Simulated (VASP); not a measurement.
SnTe, 2 atoms in the cell. Symmetry: Fm-3m, No. 225, cubic system. Conventional cell: a = 6.371 Å, b = 6.371 Å, c = 6.371 Å, α = 90.00°, β = 90.00°, γ = 90.00°. Sn (site symmetry m-3m) has 6 Te at 3.19 Å within 4.2 Å. Within 4.2 Å of Te (site symmetry m-3m) lie 6 Sn at 3.19 Å. 

```yaml
Program: VASP 6.6.1
Task: single point
Functional: r2SCAN
Potentials_or_basis: VASP PAW PBE potentials, release 64 (Sn_d, Te)
Cutoff: 550 eV
k_mesh: 10 × 10 × 10
Occupations: gaussian, width 0.05 eV
Spin: no spin polarisation
Dipole_correction: no
Further_INCAR_settings: ALGO = Normal; EDIFF = 1e-06; NBANDS = 17
```

Potentials or basis: VASP PAW PBE potentials, release 64 (Sn_d, Te).

Command:

```console
$ cat potpaw_PBE.64/Sn_d/POTCAR potpaw_PBE.64/Te/POTCAR > POTCAR
$ cp INCAR.step1 INCAR
$ mpirun -np 1 vasp_std > vasp.out
$ cp INCAR.step2 INCAR
$ mpirun -np 1 vasp_std > vasp.out
```

Hardware: 1 thread of Intel(R) Xeon(R) 6975P-C (Granite Rapids) (shared host).

Task: Estimate the wall time of this run.

Result: Run time: 3 min on 1 thread of Intel(R) Xeon(R) 6975P-C (Granite Rapids), with other jobs on the host, peak memory 0.24 GiB. Counts: k points 47.
